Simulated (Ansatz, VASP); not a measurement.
## NaF in VASP and in Ansatz

The input POSCAR:

```
NaF
1.0
    0.0000000000      2.2506472900      2.2506472900
    2.2506472900      0.0000000000      2.2506472900
    2.2506472900      2.2506472900      0.0000000000
Na F
1 1
Direct
    0.0000000000      0.0000000000      0.0000000000
    0.5000000000      0.5000000000      0.5000000000
```

Contents of INCAR.step1:

```
SYSTEM = NaF
PREC     = Accurate       ! precision mode
ENCUT    = 520            ! plane-wave cutoff, eV
ISMEAR   = -1             ! smearing method
SIGMA    = 0.02           ! smearing width, eV
LREAL    = .False.        ! projectors in reciprocal space
LASPH    = .True.         ! aspherical terms in the spheres
NELM     = 80             ! most SCF steps
GGA      = PE             ! functional
ALGO     = Normal         ! electronic algorithm
EDIFF    = 1E-4           ! SCF threshold, eV
LWAVE    = .True.         ! write WAVECAR
LCHARG   = .False.        ! write CHGCAR
```

Contents of INCAR.step2:

```
SYSTEM = NaF
PREC     = Accurate       ! precision mode
ENCUT    = 520            ! plane-wave cutoff, eV
EDIFF    = 1E-6           ! SCF threshold, eV
ISMEAR   = -1             ! smearing method
SIGMA    = 0.02           ! smearing width, eV
LREAL    = .False.        ! projectors in reciprocal space
LASPH    = .True.         ! aspherical terms in the spheres
NELM     = 80             ! most SCF steps
ALGO     = Normal         ! electronic algorithm
ISIF     = 2              ! what is computed and relaxed
LWAVE    = .False.        ! write WAVECAR
LCHARG   = .False.        ! write CHGCAR
METAGGA  = R2SCAN         ! meta-GGA
LMIXTAU  = .True.       
IBRION   = 2              ! ionic algorithm
NSW      = 50             ! ionic steps
EDIFFG   = -0.01          ! ionic threshold
ISTART   = 1
```

Contents of KPOINTS:

```
Automatic mesh
0
Gamma
  10 10 10
  0 0 0
```

Input for Ansatz:

```yaml
crystal:
  lattice:
    - [0.0, 2.25064729, 2.25064729]
    - [2.25064729, 0.0, 2.25064729]
    - [2.25064729, 2.25064729, 0.0]
  atoms:
    - { symbol: Na, position: [0.0, 0.0, 0.0] }
    - { symbol: F, position: [0.5, 0.5, 0.5] }
  symmetry: { tolerance: 0.0003 }
hamiltonian:
  xc: r2scan
  pseudopotentials: { kind: paw, azcp: { folder: soft_1 } }
basis:
  ecutwfc: 500
magnetization:
  spin_polarized: false
scf:
  occupations: { method: fermi_dirac, width: 0.02 }
kpoints:
  mp_grid: { grid: [10, 10, 10], shift: [0, 0, 0] }
  band_path:
    path:
      - [0.0, 0.0, 0.0]
      - [0.5, 0.0, 0.5]
      - [0.625, 0.25, 0.625]
      - [0.375, 0.375, 0.75]
      - [0.0, 0.0, 0.0]
      - [0.5, 0.5, 0.5]
      - [0.5, 0.25, 0.75]
      - [0.5, 0.0, 0.5]
    npoints: 10
output:
  forces: true
  stress: true
  eigenvalues: true
  write_potential: true
  elf: true
  volumetric_format: npy
  dos: { e_range: [-12, 8], de: 0.05 }
relax:
  max_steps: 30
```

Alike in both runs: task relaxation of the atoms; functional r2SCAN; k mesh 10 × 10 × 10; occupations fermi-dirac, width 0.02 eV; no spin polarisation.

|  | VASP | Ansatz |
| --- | --- | --- |
| version | VASP 6.6.1 | Ansatz 0.2.0 |
| potentials or method | VASP PAW PBE potentials, release 64 (Na_pv, F), cutoff 520 eV | PAW plane waves |
| valence electrons in the cell | 14 | 16 |

Ansatz gave:

- gap on the k mesh at the Fermi level, each at its own relaxed structure (eV): 7.65

Q: Estimate VASP's values.

A: gap on the k mesh at the Fermi level, each at its own relaxed structure (eV): 7.69.

VASP's potentials were made for PBE, not for r2SCAN. VASP's potentials hold 14 valence electrons a cell and Ansatz's 16, so a difference there can come from the potentials and not from the codes. Ansatz's warnings: stress scf threshold loose.

Noted on VASP's run: the relaxation stopped at its first step, so nothing moved.
